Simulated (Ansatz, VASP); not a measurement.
**Two plane-wave programs on MgO**

```xyz
2
Lattice="0.0000 2.1038 2.1038 2.1038 0.0000 2.1038 2.1038 2.1038 0.0000" Properties=species:S:1:pos:R:3 pbc="T T T"
Mg    0.0000    0.0000    0.0000
O     2.1038    2.1038    2.1038
```

Alike in both runs: functional r2SCAN; k mesh 10 × 10 × 10; occupations gaussian, width 0.02 eV; no spin polarisation.

Ansatz relaxed the structure, and its values are those at the end. VASP's run is a single point on that final structure, the one shown.

|  | VASP | Ansatz |
| --- | --- | --- |
| version | VASP 6.6.1 | Ansatz 0.2.0 |
| potentials or method | VASP PAW PBE potentials, release 64 (Mg, O), cutoff 520 eV | scalar-relativistic, plane waves, PAW |
| valence electrons in the cell | 8 | 16 |

```csv
,VASP,Ansatz,Ansatz less VASP
gap on the k mesh at the Fermi level (eV),5.64,5.68,+0.041
least direct gap on the mesh (eV),5.64,5.68,+0.041
pressure (GPa),-1.5,0.0,+1.52
```

VASP's potentials were made for PBE, not for r2SCAN. VASP's potentials hold 8 valence electrons a cell and Ansatz's 16, so a difference there can come from the potentials and not from the codes.
